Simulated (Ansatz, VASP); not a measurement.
# KBiHI3O10: VASP beside Ansatz

File INCAR:

```
ALGO = Normal ; EDIFF = 1E-8
ENCUT = 520 ; GGA = PE
ISIF = 2 ; ISMEAR = -1
LASPH = T ; LCHARG = F
LEFG = T ; LREAL = Auto
LWAVE = F ; NBANDS = 128
NELM = 100 ; PREC = Accurate
SIGMA = 0.02
```

File KPOINTS:

```
k-points
0
Gamma
  4 3 3
```

File POSCAR:

```
KBiHI3O10
1.0
    7.2662000000      0.0000000000      0.0000000000
   -2.7019702016      7.7079383670      0.0000000000
   -0.5875487331     -2.0978224706      8.5909792095
K Bi H I O
2 2 2 6 20
Direct
    0.1763700000      0.1432500000      0.8932800000
    0.8236300000      0.8567500000      0.1067200000
    0.3765300000      0.0534500000      0.2693400000
    0.6234700000      0.9465500000      0.7306600000
    0.1956000000      0.2498000000      0.2756000000
    0.8044000000      0.7502000000      0.7244000000
    0.5257100000      0.3993300000      0.6671900000
    0.4742900000      0.6006700000      0.3328100000
    0.9605800000      0.2557100000      0.4935700000
    0.0394200000      0.7442900000      0.5064300000
    0.7774400000      0.3447900000      0.0849700000
    0.2225600000      0.6552100000      0.9150300000
    0.1528000000      0.1532000000      0.2056000000
    0.8472000000      0.8468000000      0.7944000000
    0.1181000000      0.9176000000      0.3984000000
    0.8819000000      0.0824000000      0.6016000000
    0.7685000000      0.1701000000      0.3282000000
    0.2315000000      0.8299000000      0.6718000000
    0.7699000000      0.4836000000      0.9538000000
    0.2301000000      0.5164000000      0.0462000000
    0.4950000000      0.1826000000      0.6983000000
    0.5050000000      0.8174000000      0.3017000000
    0.4475000000      0.3238000000      0.4565000000
    0.5525000000      0.6762000000      0.5435000000
    0.2901000000      0.4056000000      0.7197000000
    0.7099000000      0.5944000000      0.2803000000
    0.5161000000      0.2316000000      0.0900000000
    0.4839000000      0.7684000000      0.9100000000
    0.8850000000      0.4238000000      0.6102000000
    0.1150000000      0.5762000000      0.3898000000
    0.8136000000      0.1561000000      0.9559000000
    0.1864000000      0.8439000000      0.0441000000
```

Input for Ansatz:

```yaml
crystal:
  lattice:
    - [7.2662, 0.0, 0.0]
    - [-2.7019702016, 7.707938367, 0.0]
    - [-0.5875487331, -2.0978224706, 8.5909792095]
  atoms:
    - { symbol: K, position: [0.17637, 0.14325, 0.89328] }
    - { symbol: K, position: [0.82363, 0.85675, 0.10672] }
    - { symbol: Bi, position: [0.37653, 0.05345, 0.26934] }
    - { symbol: Bi, position: [0.62347, 0.94655, 0.73066] }
    - { symbol: H, position: [0.1956, 0.2498, 0.2756] }
    - { symbol: H, position: [0.8044, 0.7502, 0.7244] }
    - { symbol: I, position: [0.52571, 0.39933, 0.66719] }
    - { symbol: I, position: [0.47429, 0.60067, 0.33281] }
    - { symbol: I, position: [0.96058, 0.25571, 0.49357] }
    - { symbol: I, position: [0.03942, 0.74429, 0.50643] }
    - { symbol: I, position: [0.77744, 0.34479, 0.08497] }
    - { symbol: I, position: [0.22256, 0.65521, 0.91503] }
    - { symbol: O, position: [0.1528, 0.1532, 0.2056] }
    - { symbol: O, position: [0.8472, 0.8468, 0.7944] }
    - { symbol: O, position: [0.1181, 0.9176, 0.3984] }
    - { symbol: O, position: [0.8819, 0.0824, 0.6016] }
    - { symbol: O, position: [0.7685, 0.1701, 0.3282] }
    - { symbol: O, position: [0.2315, 0.8299, 0.6718] }
    - { symbol: O, position: [0.7699, 0.4836, 0.9538] }
    - { symbol: O, position: [0.2301, 0.5164, 0.0462] }
    - { symbol: O, position: [0.495, 0.1826, 0.6983] }
    - { symbol: O, position: [0.505, 0.8174, 0.3017] }
    - { symbol: O, position: [0.4475, 0.3238, 0.4565] }
    - { symbol: O, position: [0.5525, 0.6762, 0.5435] }
    - { symbol: O, position: [0.2901, 0.4056, 0.7197] }
    - { symbol: O, position: [0.7099, 0.5944, 0.2803] }
    - { symbol: O, position: [0.5161, 0.2316, 0.09] }
    - { symbol: O, position: [0.4839, 0.7684, 0.91] }
    - { symbol: O, position: [0.885, 0.4238, 0.6102] }
    - { symbol: O, position: [0.115, 0.5762, 0.3898] }
    - { symbol: O, position: [0.8136, 0.1561, 0.9559] }
    - { symbol: O, position: [0.1864, 0.8439, 0.0441] }
kpoints:
  mp_grid: { grid: [4, 3, 3] }
scf:
  occupations: { method: fermi_dirac, width: 0.02 }
hamiltonian:
  xc: pbe
  pseudopotentials: { kind: paw }
output:
  forces: true
  stress: true
  populations: true
  efg:
    quadrupole_moments_barn: { K: 0.0603, Bi: -0.516, H: 0.00285783, I: -0.68822, O: -0.02558 }
    contact_densities: true
```

Alike in both runs: task electric field gradients; functional PBE; k mesh 4 × 3 × 3; occupations fermi-dirac, width 0.02 eV; no spin polarisation.

|  | VASP | Ansatz |
| --- | --- | --- |
| version | VASP 6.6.1 | Ansatz 0.2.0 |
| potentials or method | VASP PAW PBE potentials, release 64 (K_sv, Bi_d, H, I, O) | plane-wave PAW, scalar-relativistic |
| plane-wave cutoff (eV) | 520 | 420 |
| valence electrons in the cell | 212 | 272 |

Ansatz gave:

* gap on the k mesh at the Fermi level (eV): 3.01
* pressure (GPa): 9.2
* traceless stress, the component that is largest in VASP (GPa): 2.33
* rms of the force components (eV/Å): 1.883
* size of Vzz on the site where it differs most (V/Å²): 504.2

Question: Which values does VASP return?

Answer: gap on the k mesh at the Fermi level (eV): 2.98; pressure (GPa): 9.1; traceless stress, the component that is largest in VASP (GPa): 2.58; rms of the force components (eV/Å): 2.035; size of Vzz on the site where it differs most (V/Å²): 469.2.

Atom by atom the forces differ by 0.162 eV/Å (rms over components). VASP's potentials hold 212 valence electrons a cell and Ansatz's 272, so a difference there can come from the potentials and not from the codes.

Neither program's run includes spin-orbit coupling.
